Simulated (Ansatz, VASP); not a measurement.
# SrO in VASP and in Ansatz

```xyz
2
Lattice="0.0000 2.5698 2.5698 2.5698 0.0000 2.5698 2.5698 2.5698 0.0000" Properties=species:S:1:pos:R:3 pbc="T T T"
Sr    0.0000    0.0000    0.2500
O     2.5698    2.5698    2.5698
```

Change from the starting cell: all Sr atoms moved -0.250 Å, as atom 1 towards its neighbour atom 2 (O) at 2.570 Å.

Alike in both runs: task single point; functional r2SCAN; k mesh 8 × 8 × 8; occupations gaussian, width 0.05 eV; no spin polarisation.

```csv
,VASP,Ansatz
version,VASP 6.6.1,Ansatz 0.2.0
potentials or method,"VASP PAW PBE potentials, release 64 (Sr_sv, O), cutoff 520 eV","scalar-relativistic, plane waves, PAW"
valence electrons in the cell,16,16
```

|  | VASP | Ansatz | Ansatz less VASP |
| --- | --- | --- | --- |
| gap on the k mesh at the Fermi level (eV) | 3.84 | 3.88 | +0.041 |
| least direct gap on the mesh (eV) | 3.87 | 3.91 | +0.040 |
| pressure (GPa) | 3.7 | 3.0 | -0.65 |
| traceless stress, the component that is largest in VASP (GPa) | 5.24 | 4.95 | -0.292 |
| rms of the force components (eV/Å) | 0.538 | 0.507 | -0.0306 |

VASP's potentials were made for PBE, not for r2SCAN. Atom by atom the forces differ by 0.031 eV/Å (rms over components).
